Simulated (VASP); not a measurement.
# H16CO10 in VASP: notebook

The runs below take H16CO10 through single point, with PBE+D3(BJ).

Everything below comes from runs of VASP 6.6.1. Logs are shortened: lines on timing, memory, paths and dates and some standing lists are left out, and cuts for length are marked.

## 1. The cell of the first run

The cell holds a disordered packing, 27 atoms: a = 6.956 Å, b = 6.956 Å, c = 6.956 Å, α = 90.00°, β = 90.00°, γ = 90.00°.

## 2. Single point, PBE+D3(BJ)

INCAR

```
PREC = Accurate
ENCUT = 520
EDIFF = 1E-6
ISMEAR = -1
SIGMA = 0.02
LREAL = Auto
LASPH = T
NELM = 80
ALGO = Normal
ISIF = 2
LWAVE = F
LCHARG = T
GGA = PE
IVDW = 12
LELF = T
LVHAR = T
NBANDS = 59
```

KPOINTS

```
regular mesh
0
Gamma
  1 1 1
```

POSCAR

```
H16CO10
1.0
    6.9561890000      0.0000000000      0.0000000000
    0.0000000000      6.9561890000      0.0000000000
    0.0000000000      0.0000000000      6.9561890000
O H C
10 16 1
Direct
    0.4018723471      0.7272660360      0.4675692394
    0.7057743831      0.7478663964      0.7111077632
    0.9638467270      0.1702656440      0.2119695138
    0.3604128640      0.0205428576      0.1958687436
    0.9874228547     -0.0008194142      0.5999261952
    0.2608612273      0.1425780697      0.8233675077
    0.1094996125      0.5511063601      0.7097133215
   -0.0698802175      0.5329211153      0.3774049267
    0.4277773361      0.4462500947      0.1343264250
    0.6842396030      0.3533400257     -0.0575746289
    0.3794175230      0.8401583108      0.3856853228
    0.4187350286      0.6184133295      0.3831695775
    0.7741882804      0.6718908874      0.6175939153
    0.5793977133      0.7629896197      0.6456408818
    0.8854273511      0.1904778608      0.0942757593
    0.9560263529      0.2973035954      0.2736699650
    0.2355456414      0.0829045904      0.1891840489
    0.3866916209      0.0113136661      0.0653375002
    0.9269299612      0.0452546646      0.4789116569
    0.8729492543     -0.0365717493      0.6769511294
    0.1735145494      0.0778155970      0.7329300570
    0.2381476409      0.2832729243      0.8116369466
    0.0728703605      0.6035201171      0.8293334181
    0.2061186089      0.6325733818      0.6398187283
   -0.0172939522      0.5243100784      0.5114725894
   -0.0503292823      0.6675781811      0.3366786038
    0.5548440389      0.3937500836      0.0421351404
```

Potentials or basis: VASP PAW PBE potentials, release 64 (O, H, C).

The run is started by

```sh
$ cat potpaw_PBE.64/O/POTCAR potpaw_PBE.64/H/POTCAR potpaw_PBE.64/C/POTCAR > POTCAR
$ mpirun -np 1 vasp_gam > vasp.out
```

OUTCAR:

```text
PREC = Accurate
   ENCUT = 520
   EDIFF = 1E-6
   ISMEAR = -1
   LREAL = Auto
   LASPH = T
   NELM = 80
   ISIF = 2
   GGA = PE
   IVDW = 12
 IVDW          = 12

 ion  position               nearest neighbor table
   1  0.402  0.727  0.468-  12 0.97  11 0.98
   2  0.706  0.748  0.711-  13 0.96  14 1.00
   3  0.964  0.170  0.212-  16 0.98  15 0.99
   4  0.360  0.021  0.196-  18 0.93  17 0.97
   5  0.987  0.999  0.600-  20 0.99  19 0.99
   6  0.261  0.143  0.823-  21 0.98  22 0.99
   7  0.109  0.551  0.710-  23 0.94  24 1.00
   8  0.930  0.533  0.377-  26 0.99  25 1.00
   9  0.428  0.446  0.134-  27 1.15
  10  0.684  0.353  0.942-  27 1.17
  11  0.379  0.840  0.386-   1 0.98
  12  0.419  0.618  0.383-   1 0.97
  13  0.774  0.672  0.618-   2 0.96
  14  0.579  0.763  0.646-   2 1.00
[... 10 lines left out ...]
  25  0.983  0.524  0.511-   8 1.00
  26  0.950  0.668  0.337-   8 0.99
  27  0.555  0.394  0.042-   9 1.15  10 1.17

  LATTYP: Found a simple cubic cell.
 ALAT       =     6.9561890000

  Lattice vectors:

 A1 = (   6.9561890000,   0.0000000000,   0.0000000000)
 A2 = (   0.0000000000,   6.9561890000,   0.0000000000)
 A3 = (   0.0000000000,   0.0000000000,   6.9561890000)

Analysis of symmetry for initial positions (statically):
=====================================================================
 Subroutine PRICEL returns:
 Original cell was already a primitive cell.

 Routine SETGRP: Setting up the symmetry group for a
 simple cubic supercell.

 Subroutine GETGRP returns: Found  1 space group operations
 (whereof  1 operations were pure point group operations)
 out of a pool of 48 trial point group operations.

The static configuration has the point symmetry C_1 .

Analysis of symmetry for dynamics (positions and initial velocities):
=====================================================================
 Subroutine PRICEL returns:
 Original cell was already a primitive cell.

 Routine SETGRP: Setting up the symmetry group for a
 simple cubic supercell.

 Subroutine GETGRP returns: Found  1 space group operations
 (whereof  1 operations were pure point group operations)
 out of a pool of 48 trial point group operations.

The dynamic configuration has the point symmetry C_1 .

 Subroutine INISYM returns: Found  1 space group operations
 (whereof  1 operations are pure point group operations),
 and found     1 'primitive' translations

----------------------------------------------------------------------------------------

                                     Primitive cell

  volume of cell :     336.6000

  direct lattice vectors                    reciprocal lattice vectors
     6.956189000  0.000000000  0.000000000     0.143756876  0.000000000  0.000000000
     0.000000000  6.956189000  0.000000000     0.000000000  0.143756876  0.000000000
     0.000000000  0.000000000  6.956189000     0.000000000  0.000000000  0.143756876

  length of vectors
     6.956189000  6.956189000  6.956189000     0.143756876  0.143756876  0.143756876

  position of ions in fractional coordinates (direct lattice)
     0.401872347  0.727266036  0.467569239
     0.705774383  0.747866396  0.711107763
     0.963846727  0.170265644  0.211969514
     0.360412864  0.020542858  0.195868744
     0.987422855  0.999180586  0.599926195
     0.260861227  0.142578070  0.823367508
[... 19 lines left out ...]
     0.949670718  0.667578181  0.336678604
     0.554844039  0.393750084  0.042135140

  ion indices of the primitive-cell ions
   primitive index   ion index
                 1           1
                 2           2
                 3           3
                 4           4
                 5           5
                 6           6
[... 19 lines left out ...]
                26          26
                27          27

----------------------------------------------------------------------------------------

 KPOINTS: regular mesh

Automatic generation of k-mesh.
 Grid dimensions read from file:
 generate k-points for:    1    1    1

 Generating k-lattice:

  Cartesian coordinates                     Fractional coordinates (reciprocal lattice)
     0.143756876  0.000000000  0.000000000     1.000000000  0.000000000  0.000000000
     0.000000000  0.143756876  0.000000000     0.000000000  1.000000000  0.000000000
     0.000000000  0.000000000  0.143756876     0.000000000  0.000000000  1.000000000

  Length of vectors
     0.143756876  0.143756876  0.143756876

  Shift w.r.t. Gamma in fractional coordinates (k-lattice)
     0.000000000  0.000000000  0.000000000

 Subroutine IBZKPT returns following result:
 ===========================================

 Found      1 irreducible k-points:

 Following reciprocal coordinates:
            Coordinates               Weight
  0.000000  0.000000  0.000000      1.000000
   k-points           NKPTS =      1   k-points in BZ     NKDIM =      1   number of bands    NBANDS=     59
   number of dos      NEDOS =    301   number of ions     NIONS =     27
   total plane-waves  NPLWV = 157464
   dimension x,y,z NGX =    54 NGY =   54 NGZ =   54
   dimension x,y,z NGXF=   108 NGYF=  108 NGZF=  108
   ions per type =              10  16   1
   NGX,Y,Z   is equivalent  to a cutoff of  12.91, 12.91, 12.91 a.u.
   NGXF,Y,Z  is equivalent  to a cutoff of  25.81, 25.81, 25.81 a.u.
 SYSTEM =  unknown system
   PREC   = accura    normal or accurate (medium, high low for compatibility)
   ISTART =      0    job   : 0-new  1-cont  2-samecut
   ICHARG =      2    charge: 1-file 2-atom 10-const
   ISPIN  =      1    spin polarized calculation?
   LNONCOLLINEAR =      F non collinear calculations
   LSORBIT =      F    spin-orbit coupling
   LASPH  =      T    aspherical Exc in radial PAW
   ENCUT  =  520.0 eV  38.22 Ry    6.18 a.u.  12.93 12.93 12.93*2*pi/ulx,y,z
   NELM   =     80;   NELMIN=  2; NELMDL= -5     # of ELM steps
   EDIFF  = 0.1E-05   stopping-criterion for ELM
   LREAL  =      T    real-space projection
   EDIFFG = 0.1E-04   stopping-criterion for IOM
   NSW    =      0    number of steps for IOM
   IBRION =     -1    ionic relax: 0-MD 1-quasi-New 2-CG
   NFREE  =      0    steps in history (QN), initial steepest desc. (CG)
   ISIF   =      2    stress and relaxation
   ISYM   =      2    0-nonsym 1-usesym 2-fastsym
   POTIM  = 0.5000    time-step for ionic-motion
   TEBEG  =    0.0;   TEEND  =   0.0 temperature during run
   PSTRESS=    0.0 pullay stress
   NELECT =      80.0000    total number of electrons
   NUPDOWN=      -1.0000    fix difference up-down
   EMIN   =  10.00;   EMAX   =-10.00  energy-range for DOS
   EFERMI =   0.00;   METHOD = LEGACY
   ISMEAR =    -1;   SIGMA  =   0.02  broadening in eV -4-tet -1-fermi 0-gaus
   EFERMI_NEDOS =   21; number of points for ismear=-14 and -15
   IALGO  =     38    algorithm
   IMIX   =      4    mixing-type and parameters
     AMIX     =   0.40;   BMIX     =  1.00
     AMIX_MAG =   1.60;   BMIX_MAG =  1.00
  volume/ion in A,a.u.               =      12.47        84.13
  Fermi-wavevector in a.u.,A,eV,Ry     =   1.014067  1.916309 13.991313  1.028333
  Thomas-Fermi vector in A             =   2.147273
   LORBIT       =      0    0 simple, 1 ext, 2 COOP (PROOUT), +10 PAW based schemes
   GGA     = PE    functional components
   LHFCALC =     F    Hartree Fock is set to
   AEXX    =    0.0000 exact exchange contribution
   IVDW    =    12    specifies the selected vdW correction
   LEPSILON=     F    determine dielectric tensor
   LRPA    =     F    only Hartree local field effects (RPA)
 non-spin polarized calculation
  energy-cutoff  :      520.00
  volume of cell :      336.60
 maximum number of plane-waves:      4523
 NGX is ok and might be reduce to    50
   NGX = 25   NGY = 25   NGZ = 25

 number of electron      79.9999996 magnetization

 Free energy of the ion-electron system (eV)
  ---------------------------------------------------
  ext. energy  EPLUGINS =         0.00000000
  ---------------------------------------------------
  free energy    TOTEN  =      -139.39680067 eV

  energy without entropy =     -139.39680067  energy(sigma->0) =     -139.39680067

 E-fermi :  -3.0927     XC(G=0):  -6.2810

 val. band max:       -3.5704839992   @ k =   0.0000   0.0000   0.0000
 cond. band min:       0.6119612251   @ k =   0.0000   0.0000   0.0000
 fundamental gap:      4.1824452243
 Fermi energy:        -3.0926858586

 k-point     1 :       0.0000    0.0000    0.0000
  band No.  band energies     occupation
      1     -26.6301      2.00000
      2     -25.5509      2.00000
      3     -23.1478      2.00000
      4     -22.7647      2.00000
      5     -22.4508      2.00000
      6     -22.3366      2.00000
[... 44 lines left out ...]
     51       5.7878      0.00000
     52       6.0528      0.00000
 [bands above 52 left out]

------------------------ aborting loop because EDIFF is reached ----------------------------------------

 Edisp (eV)   -0.84476

 E8    (eV) :    -0.1790

  FORCE on cell =-STRESS in cart. coord.  units (eV):
  Direction    XX          YY          ZZ          XY          YZ          ZX
  --------------------------------------------------------------------------------------
  -------------------------------------------------------------------------------------
  Total       2.36416    -0.76671     2.99469    -1.40800     3.27660    -2.20872
  in kB      11.25315    -3.64945    14.25439    -6.70191    15.59623   -10.51326
  external pressure =        7.29 kB  Pullay stress =        0.00 kB

 VOLUME and BASIS-vectors are now :
 -----------------------------------------------------------------------------
  energy-cutoff  :      520.00
  volume of cell :      336.60
      direct lattice vectors                 reciprocal lattice vectors
     6.956189000  0.000000000  0.000000000     0.143756876  0.000000000  0.000000000
     0.000000000  6.956189000  0.000000000     0.000000000  0.143756876  0.000000000
     0.000000000  0.000000000  6.956189000     0.000000000  0.000000000  0.143756876

 POSITION                                       TOTAL-FORCE (eV/Angst)
 -----------------------------------------------------------------------------------
      2.79550      5.05900      3.25250        -0.409553     -0.040795      0.889222
      4.90950      5.20230      4.94660        -0.696234      0.496767      0.437906
      6.70470      1.18440      1.47450        -0.490794      0.004266     -0.582174
      2.50710      0.14290      1.36250        -0.262238     -0.129891      2.646270
      6.86870      6.95049      4.17320        -0.960031      0.148294     -0.582447
      1.81460      0.99180      5.72750         0.604241      0.868781      0.456695
[... 19 lines left out ...]
      6.60609      4.64380      2.34200         0.039691     -0.752200      0.239997
      3.85960      2.73900      0.29310         1.467435     -0.123216     -1.311514
 -----------------------------------------------------------------------------------
    total drift:                               -0.001461     -0.002417     -0.000712

  FREE ENERGIE OF THE ION-ELECTRON SYSTEM (eV)
  ---------------------------------------------------
  free  energy   TOTEN  =      -140.2415564601 eV

  energy  without entropy=     -140.2415564601  energy(sigma->0) =     -140.24155646
```

Run time: 74 s. Hardware: 1 thread of AMD EPYC 7R13, shared host; peak memory 0.32 GiB.

Results:

```
Free energy                : -140.2416 eV
Pressure                   : 0.7 GPa
Largest force              : 2.872 eV/Å
Dispersion energy per atom : -0.031 eV
```

Forces on the atoms (eV/Å):
```
O   -0.410 -0.041  0.889
O   -0.696  0.497  0.438
O   -0.491  0.004 -0.582
O   -0.262 -0.130  2.646
O   -0.960  0.148 -0.582
O    0.604  0.869  0.457
O    1.098 -0.825 -1.673
O   -0.230  0.544 -0.017
O   -1.923  0.740  1.499
O    0.499 -0.519 -0.210
H   -0.061  0.306 -0.574
H    0.086 -0.224 -0.384
H    0.340 -0.380 -0.298
H    0.265 -0.049  0.097
H    0.590 -0.316  0.667
H    0.129  0.334  0.038
H   -0.686  0.276  0.325
H    0.706 -0.328 -2.765
H    0.681 -0.046  0.273
H    0.255 -0.367 -0.109
H   -0.313  0.370 -0.258
H   -0.174 -1.030 -0.250
H   -0.297  0.933  1.088
H   -0.298 -0.022  0.661
H    0.042  0.131 -0.304
H    0.040 -0.752  0.240
C    1.467 -0.123 -1.312
```

Stress tensor (GPa, compression positive):
```
 1.13 -0.67 -1.05
-0.67 -0.36  1.56
-1.05  1.56  1.43
```

Caveat: the k points lie up to 0.90 Å⁻¹ apart, too coarse for converged energies, forces and pressures; the atoms stand as in a frame of molecular dynamics.

[end of part 1 of 2]
